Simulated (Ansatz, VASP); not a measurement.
**Two plane-wave programs on Si8S**

```
Si S
1.0
     3.81552    0.00000    0.00000
     0.00000    6.31294    0.00000
     0.00000    0.00000   21.23187
Si S
8 1
Direct
  0.00000 0.93690 0.18840
  0.00000 0.56310 0.18840
  0.50000 0.43690 0.24027
  0.50000 0.06310 0.24027
  0.50000 0.93327 0.34466
  0.50000 0.56673 0.34466
  0.00000 0.42663 0.38771
  0.00000 0.07337 0.38771
  0.00000 0.42663 0.49133
```

Alike in both runs: task single point; functional PBE; dispersion D3(BJ); k mesh 7 × 4 × 1; occupations gaussian, width 0.05 eV; collinear spin.

```csv
,VASP,Ansatz
version,VASP 6.6.1,Ansatz 0.2.0
potentials or method,"VASP PAW PBE potentials, release 64 (Si, S), cutoff 520 eV","scalar-relativistic, plane waves, PAW"
valence electrons in the cell,38,38
```

Ansatz gave:

| Item | Value |
| --- | --- |
| gap on the k mesh at the Fermi level (eV) | none |
| rms of the force components (eV/Å) | 0.603 |
| net moment per atom (μB) | 0.01 |

Question: Which values does VASP return?

Answer: gap on the k mesh at the Fermi level (eV): none; rms of the force components (eV/Å): 0.609; net moment per atom (μB): 0.01.

Atom by atom the forces differ by 0.008 eV/Å (rms over components). A gap of «none» marks a metal or a gap that the smearing closes. Ansatz's warnings: seeded moment not kept, stability check not made.
